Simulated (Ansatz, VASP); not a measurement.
# BaNb2 in VASP and in Ansatz

```
Ba Nb
1.0
     1.71906    0.99250    7.58463
    -1.71906    0.99250    7.58463
     0.00000   -1.98500    7.58463
Ba Nb
1 2
Direct
  0.00000 0.00000 0.00000
  0.79508 0.79508 0.79508
  0.20492 0.20492 0.20492
```

Alike in both runs: functional PBE; k mesh 6 × 6 × 6; occupations gaussian, width 0.1 eV; no spin polarisation.

Ansatz relaxed the structure, and its values are those at the end. VASP's run is a single point on that final structure, the one shown.

|  | VASP | Ansatz |
| --- | --- | --- |
| version | VASP 6.6.1 | Ansatz 0.2.0 |
| potentials or method | VASP PAW PBE potentials, release 64 (Ba_sv, Nb_sv), cutoff 520 eV | scalar-relativistic, plane waves, PAW |
| valence electrons in the cell | 36 | 36 |

|  | VASP | Ansatz | Ansatz less VASP |
| --- | --- | --- | --- |
| gap on the k mesh at the Fermi level (eV) | none | none | - |
| pressure (GPa) | 0.8 | 0.0 | -0.81 |
| rms of the force components (eV/Å) | 0.030 | 0.004 | -0.0258 |

A gap of «none» marks a metal or a gap that the smearing closes. With one functional, cell and mesh, what is left measures potentials, basis and numerics.

Neither program's run includes spin-orbit coupling.
